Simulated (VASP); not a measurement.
# PtSe2: single point with PBE+D3(BJ)

PtSe2, a slab with vacuum:

```
Se Pt
1.0
     3.70704    0.00000    0.00000
    -1.85352    3.21039    0.00000
     0.00000    0.00000   22.79816
Se Pt
4 2
Cartesian
  1.8535 1.0701 4.5000
  0.0000 2.1403 7.1491
  -0.9268 3.7455 10.8591
  0.9268 2.6753 13.5082
  0.0000 0.0000 5.8245
  0.9268 4.8156 12.1836
```

* Program: VASP 6.6.1
* Task: single point
* Functional: PBE
* Dispersion: D3(BJ)
* Potentials or basis: VASP PAW PBE potentials, release 64 (Se, Pt)
* Cutoff: 520 eV
* k mesh: 9 × 9 × 1
* Occupations: gaussian, width 0.05 eV
* Spin: no spin polarisation

The largest force is 0.084 eV/Å and the band gap on the k mesh is 1.07 eV, indirect (least direct gap 1.21 eV). The dispersion energy per atom is -0.338 eV.

Forces in eV/Å, atoms in the order of the input:
```
Se  -0.004 -0.002  0.002
Se  -0.002 -0.001  0.084
Se  -0.002 -0.001 -0.084
Se  -0.004 -0.002 -0.002
Pt   0.006  0.003  0.062
Pt   0.006  0.003 -0.062
```

Levels at points of the mesh, in eV from the valence-band top:
```tsv
k point	band 18	band 19	band 20	band 21	band 22	band 23	band 24	band 25	band 26	band 27
(0.00, 0.00, 0.00)	-0.43	-0.18	-0.17	-0.15	-0.13	2.76	2.79	2.81	2.84	4.36
```

Wall time 3.3 min on 1 thread of Intel(R) Xeon(R) 6975P-C (Granite Rapids), on a shared host, peak memory 0.47 GiB.

Caveat: spin-orbit coupling is left out, which moves the levels of the heavy elements.
